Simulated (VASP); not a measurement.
# Ca3TiN (Pm-3m) in VASP: a series of runs, part 2 of 2

VASP 6.6.1. The steps go on from the part before.

### Step 3. Single point, PBE, collinear spin

This run uses another cell than the first one, of 18.91 Å³/atom.

INCAR reads:

```
PREC = Accurate ; ENCUT = 520
EDIFF = 1E-6 ; ISMEAR = 0
SIGMA = 0.1 ; LREAL = False
LASPH = True ; NELM = 150
ALGO = Normal ; ISIF = 2
LWAVE = False ; LCHARG = True
ISPIN = 2 ; MAGMOM = 0 0 0 1 0
LORBIT = 11 ; LMAXMIX = 4
GGA = PE ; LELF = True
LVHAR = True ; NBANDS = 36
```

KPOINTS reads:

```
regular mesh
0
Gamma
  4 4 4
```

POSCAR reads:

```
Ca3TiN
1.0
    4.5554181500      0.0000000000      0.0000000000
    0.0000000000      4.5554181500      0.0000000000
    0.0000000000      0.0000000000      4.5554181500
Ca Ti N
3 1 1
Direct
    0.5000000000      0.5000000000      0.0000000000
    0.0000000000      0.5000000000      0.5000000000
    0.5000000000      0.0000000000      0.5000000000
    0.0000000000      0.0000000000      0.0000000000
    0.5000000000      0.5000000000      0.5000000000
```

Potentials or basis: VASP PAW PBE potentials, release 64 (Ca_sv, Ti_sv, N).

Launch:

```
$ cat potpaw_PBE.64/Ca_sv/POTCAR potpaw_PBE.64/Ti_sv/POTCAR potpaw_PBE.64/N/POTCAR > POTCAR
$ mpirun -np 1 vasp_std > vasp.out
```

OUTCAR:

```text
PREC = Accurate
   ENCUT = 520
   EDIFF = 1E-6
   ISMEAR = 0
   LREAL = False
   LASPH = True
   NELM = 150
   ISIF = 2
   ISPIN = 2
   LORBIT = 11
   GGA = PE

 ion  position               nearest neighbor table
   1  0.500  0.500  0.000-   5 2.28   5 2.28
   2  0.000  0.500  0.500-   5 2.28   5 2.28
   3  0.500  0.000  0.500-   5 2.28   5 2.28
   4  0.000  0.000  0.000-
   5  0.500  0.500  0.500-   1 2.28   2 2.28   3 2.28   1 2.28   3 2.28   2 2.28

  LATTYP: Found a simple cubic cell.
 ALAT       =     4.5554181500

  Lattice vectors:

 A1 = (   4.5554181500,   0.0000000000,   0.0000000000)
 A2 = (   0.0000000000,   4.5554181500,   0.0000000000)
 A3 = (   0.0000000000,   0.0000000000,   4.5554181500)

Analysis of symmetry for initial positions (statically):
=====================================================================
 Subroutine PRICEL returns:
[... 954 lines left out ...]
  --------------------------------------------------------------------------------------
  -------------------------------------------------------------------------------------
  Total       11.4086732     11.4086732     11.4086732      0.0000000      0.0000000      0.0000000
  in kB      193.3574800    193.3574800    193.3574800      0.0000000      0.0000000      0.0000000
  external PRESSURE =     193.3574800 kB  Pullay stress =       0.0000000 kB

 VOLUME and BASIS-vectors are now :
 -----------------------------------------------------------------------------
  energy-cutoff  :      520.00
  volume of cell :       94.53
      direct lattice vectors                 reciprocal lattice vectors
     4.555418150  0.000000000  0.000000000     0.219518816  0.000000000  0.000000000
     0.000000000  4.555418150  0.000000000     0.000000000  0.219518816  0.000000000
     0.000000000  0.000000000  4.555418150     0.000000000  0.000000000  0.219518816

 POSITION                                       TOTAL-FORCE (eV/Angst)
 -----------------------------------------------------------------------------------
      2.27771      2.27771      0.00000         0.000000      0.000000      0.000000
      0.00000      2.27771      2.27771         0.000000      0.000000      0.000000
      2.27771      0.00000      2.27771         0.000000      0.000000      0.000000
      0.00000      0.00000      0.00000         0.000000      0.000000      0.000000
      2.27771      2.27771      2.27771         0.000000      0.000000      0.000000
 -----------------------------------------------------------------------------------
    total drift:                                0.000000      0.000000      0.000000

  FREE ENERGIE OF THE ION-ELECTRON SYSTEM (eV)
  ---------------------------------------------------
  free  energy   TOTEN  =       -20.3862929370 eV

  energy  without entropy=      -20.3484046522  energy(sigma->0) =      -20.36734879

 total charge

# of ion       s       p       d       tot
------------------------------------------
    1        2.086   5.874   0.401   8.362
    2        2.086   5.874   0.401   8.362
    3        2.086   5.874   0.401   8.362
    4        2.258   6.000   2.017  10.275
    5        1.267   2.448   0.000   3.715
--------------------------------------------------
tot          9.784  26.070   3.221  39.075

 magnetization (x)

# of ion       s       p       d       tot
------------------------------------------
    1        0.002   0.011   0.049   0.062
    2        0.002   0.011   0.049   0.062
    3        0.002   0.011   0.049   0.062
    4        0.022   0.019   1.531   1.572
    5        0.001   0.015   0.000   0.016
--------------------------------------------------
tot          0.028   0.066   1.679   1.773
```

stdout:

```text
POSCAR found type information on POSCAR CaTiN
 POSCAR found :  3 types and       5 ions
 scaLAPACK will be used
 LDA part: xc-table for (Slater+PW92), standard interpolation
 POSCAR, INCAR and KPOINTS ok, starting setup
 FFT: planning ... GRIDC
 FFT: planning ... GRID_SOFT
 FFT: planning ... GRID
 WAVECAR not read
 entering main loop
```

It took 2.1 min on 1 thread of Intel Xeon Platinum 8488C (Sapphire Rapids), shared host; peak memory 0.27 GiB.

Results:

```
Free energy                                           : -20.3863 eV
Pressure                                              : 19.3 GPa
Net moment                                            : 2.65 μB per cell
Site moments                                          : Ca +0.06; Ti +1.57; N +0.02 μB
Valence electrons inside the program's atomic spheres : Ca 8.36; Ti 10.28; N 3.71
```

Levels at points of the mesh, in eV from the Fermi level:
Spin up:
```csv
k point,band 23,band 24,band 25,band 26,band 27,band 28
"(0.00, 0.00, 0.00)",-0.79,-0.57,-0.57,-0.57,2.71,2.71
"(0.50, 0.00, 0.00)",-0.71,-0.24,0.40,0.40,0.84,1.28
"(0.50, 0.50, 0.00)",-0.22,-0.22,-0.05,-0.05,0.18,0.93
"(0.50, 0.50, 0.50)",-0.40,-0.40,0.72,0.72,0.77,0.77
```
Spin down:
| k point | band 20 | band 21 | band 22 | band 23 | band 24 | band 25 |
| --- | --- | --- | --- | --- | --- | --- |
| (0.00, 0.00, 0.00) | -0.88 | -0.72 | -0.72 | -0.72 | 0.54 | 0.54 |
| (0.50, 0.00, 0.00) | -1.21 | -1.14 | -1.14 | -0.08 | 1.18 | 1.81 |
| (0.50, 0.50, 0.00) | -1.41 | -1.03 | 0.20 | 0.20 | 0.70 | 1.06 |
| (0.50, 0.50, 0.50) | -3.17 | -1.13 | 0.74 | 0.74 | 0.74 | 1.32 |

Caveat: the cell stands under pressure.

### Step 4. Single point, PBE, collinear spin

INCAR reads:

```
ALGO = Normal
EDIFF = 1E-6
ENCUT = 520
GGA = PE
ISIF = 2
ISMEAR = 0
ISPIN = 2
LASPH = True
LCHARG = True
LELF = True
LMAXMIX = 4
LORBIT = 11
LREAL = False
LVHAR = True
LWAVE = False
MAGMOM = 0 0 0 1 0
NBANDS = 36
NELM = 150
PREC = Accurate
SIGMA = 0.1
```

KPOINTS reads:

```
k-points
0
Gamma
  4 4 4
```

Changes to POSCAR since step 3:

```diff
@@ -2,5 +2,5 @@
 1.0
-    4.5554181500      0.0000000000      0.0000000000
-    0.0000000000      4.5554181500      0.0000000000
-    0.0000000000      0.0000000000      4.5554181500
+    4.9905155237      0.0000000000      0.0000000000
+    0.0000000000      4.9905155237      0.0000000000
+    0.0000000000      0.0000000000      4.9905155237
 Ca Ti N
```

Launch:

```
$ cat potpaw_PBE.64/Ca_sv/POTCAR potpaw_PBE.64/Ti_sv/POTCAR potpaw_PBE.64/N/POTCAR > POTCAR
$ mpirun -np 1 vasp_std > vasp.out
```

Wall time 3 min (1 thread of Intel Xeon Platinum 8488C (Sapphire Rapids), shared host); peak memory 0.32 GiB.

The run converged. Its results:

```yaml
Free_energy: -21.4364 eV
Pressure: -0.9 GPa
Net_moment: 0.00 μB per cell
Valence_electrons_inside_the_program's_atomic_spheres: Ca 8.18; Ti 10.07; N 3.57
```

Levels at points of the mesh, in eV from the Fermi level:
Spin up:
| k point | band 20 | band 21 | band 22 | band 23 | band 24 | band 25 | band 26 | band 27 |
| --- | --- | --- | --- | --- | --- | --- | --- | --- |
| (0.00, 0.00, 0.00) | -1.14 | -1.14 | -0.95 | -0.95 | -0.11 | -0.11 | -0.11 | 2.48 |
| (0.50, 0.00, 0.00) | -1.38 | -1.38 | -1.35 | -0.50 | 0.09 | 0.40 | 0.40 | 0.52 |
| (0.50, 0.50, 0.00) | -1.81 | -1.48 | -0.37 | -0.16 | -0.16 | 0.11 | 0.11 | 0.15 |
| (0.50, 0.50, 0.50) | -2.71 | -1.52 | -0.10 | -0.10 | -0.10 | 0.30 | 0.30 | 0.30 |
Spin down:
```tsv
k point	band 21	band 22	band 23	band 24	band 25	band 26
(0.00, 0.00, 0.00)	-1.14	-0.95	-0.95	-0.11	-0.11	-0.11
(0.50, 0.00, 0.00)	-1.38	-1.35	-0.50	0.09	0.40	0.40
(0.50, 0.50, 0.00)	-1.48	-0.37	-0.16	-0.16	0.11	0.11
(0.50, 0.50, 0.50)	-1.52	-0.10	-0.10	-0.10	0.30	0.30
```

### Step 5. Relaxation of cell and atoms, PBE, collinear spin

This run uses another cell than the first one, of 18.91 Å³/atom.

INCAR reads:

```
PREC     = Accurate       # precision mode
ENCUT    = 600            # plane-wave cutoff, eV
EDIFF    = 1E-6           # SCF threshold, eV
ISMEAR   = 0              # smearing method
SIGMA    = 0.1            # smearing width, eV
LREAL    = F              # projectors in reciprocal space
LASPH    = T              # aspherical terms in the spheres
NELM     = 150            # most SCF steps
ALGO     = Normal         # electronic algorithm
ISIF     = 3              # what is computed and relaxed
LWAVE    = F              # write WAVECAR
LCHARG   = F              # write CHGCAR
ISPIN    = 2              # spin polarisation
MAGMOM   = 0 0 0 1 0      # initial moments
LORBIT   = 11             # projections on sites
LMAXMIX  = 4              # l up to which the mixer works
GGA      = PE             # functional
IBRION   = 2              # ionic algorithm
NSW      = 90             # ionic steps
EDIFFG   = -0.04          # ionic threshold
```

KPOINTS reads:

```
Automatic mesh
0
Gamma
  4 4 4
```

Changes to POSCAR since step 4:

```diff
@@ -2,5 +2,5 @@
 1.0
-    4.9905155237      0.0000000000      0.0000000000
-    0.0000000000      4.9905155237      0.0000000000
-    0.0000000000      0.0000000000      4.9905155237
+    4.5554181500      0.0000000000      0.0000000000
+    0.0000000000      4.5554181500      0.0000000000
+    0.0000000000      0.0000000000      4.5554181500
 Ca Ti N
```

Launch:

```
$ cat potpaw_PBE.64/Ca_sv/POTCAR potpaw_PBE.64/Ti_sv/POTCAR potpaw_PBE.64/N/POTCAR > POTCAR
$ mpirun -np 1 vasp_std > vasp.out
```

Wall time 5.1 min (1 thread of Intel Xeon Platinum 8488C (Sapphire Rapids), shared host); peak memory 0.28 GiB.

It converged, with:

```
Free energy                                           : -21.4349 eV
Relaxed volume                                        : 24.27 Å³/atom
Relaxed cell                                          : a = 4.951 Å, b = 4.951 Å, c = 4.951 Å, α = 90.00°, β = 90.00°, γ = 90.00°
Space group after relaxing (to 0.1 Å)                 : Pm-3m (No. 221)
Energy gained by relaxing                             : 257.5 meV/atom
Ionic steps                                           : 3
Pressure after relaxing                               : 0.1 GPa
Net moment                                            : 0.00 μB per cell
Valence electrons inside the program's atomic spheres : Ca 8.19; Ti 10.08; N 3.58
```

Step by step:
```tsv
step	energy change (eV)	largest force (eV/Å)	pressure (GPa)	volume (Å³)
1	0.0000	0.0000	18.65	94.53
2	-1.2438	0.0000	-1.95	127.96
3	-1.2875	0.0000	0.09	121.36
```

Final structure:
```xyz
5
Lattice="4.9510 0.0000 0.0000 0.0000 4.9510 0.0000 0.0000 0.0000 4.9510" Properties=species:S:1:pos:R:3 pbc="T T T"
Ca    2.4755    2.4755    0.0000
Ca    0.0000    2.4755    2.4755
Ca    2.4755    0.0000    2.4755
Ti    0.0000    0.0000    0.0000
N     2.4755    2.4755    2.4755
```

Levels at points of the mesh, in eV from the Fermi level:
Spin up:
```csv
k point,band 20,band 21,band 22,band 23,band 24,band 25,band 26,band 27
"(0.00, 0.00, 0.00)",-1.13,-1.13,-0.98,-0.98,-0.13,-0.13,-0.13,2.50
"(0.50, 0.00, 0.00)",-1.39,-1.39,-1.38,-0.52,0.09,0.42,0.42,0.54
"(0.50, 0.50, 0.00)",-1.80,-1.49,-0.37,-0.16,-0.16,0.12,0.12,0.15
"(0.50, 0.50, 0.50)",-2.76,-1.54,-0.11,-0.11,-0.11,0.33,0.33,0.33
```
Spin down:
```csv
k point,band 19,band 20,band 21,band 22,band 23,band 24,band 25,band 26,band 27,band 28
"(0.00, 0.00, 0.00)",-1.13,-1.13,-1.13,-0.98,-0.98,-0.13,-0.13,-0.13,2.50,2.50
"(0.50, 0.00, 0.00)",-1.52,-1.39,-1.39,-1.38,-0.52,0.09,0.42,0.42,0.54,1.21
"(0.50, 0.50, 0.00)",-2.68,-1.80,-1.49,-0.37,-0.16,-0.16,0.12,0.12,0.15,0.61
"(0.50, 0.50, 0.50)",-2.76,-2.76,-1.54,-0.11,-0.11,-0.11,0.33,0.33,0.33,0.50
```

Caveat: the volume moved by over 15 % at a fixed basis, so the end points are rough.

### Step 6. Overview

| task | cell | k mesh | cutoff (eV) | gap on the mesh (eV) | pressure (GPa) | moment (μB) |
| --- | --- | --- | --- | --- | --- | --- |
| single point | a = 4.993 Å, 5 atoms | 8 × 8 × 8 | 520 | none | -0.9 | 0.00 |
| single point | a = 4.555 Å, 5 atoms | 4 × 4 × 4 | 520 | none | 19.3 | 2.65 |
| single point | a = 4.991 Å, 5 atoms | 4 × 4 × 4 | 520 | none | -0.9 | 0.00 |
| relaxation of cell and atoms | relaxed from a = 4.555 Å, 5 atoms | 4 × 4 × 4 | 600 | none | 0.1 | 0.00 |

Alike in all rows: level PBE; potentials or basis VASP PAW PBE potentials, release 64 (Ca_sv, Ti_sv, N); spin collinear; smearing gaussian 0.1 eV.

Caveats: the cell stands under pressure (at least some runs); the volume moved by over 15 % at a fixed basis, so the end points are rough (at least some runs).

Total energies depend on the potentials used, so only differences within one code and one set of settings carry meaning.
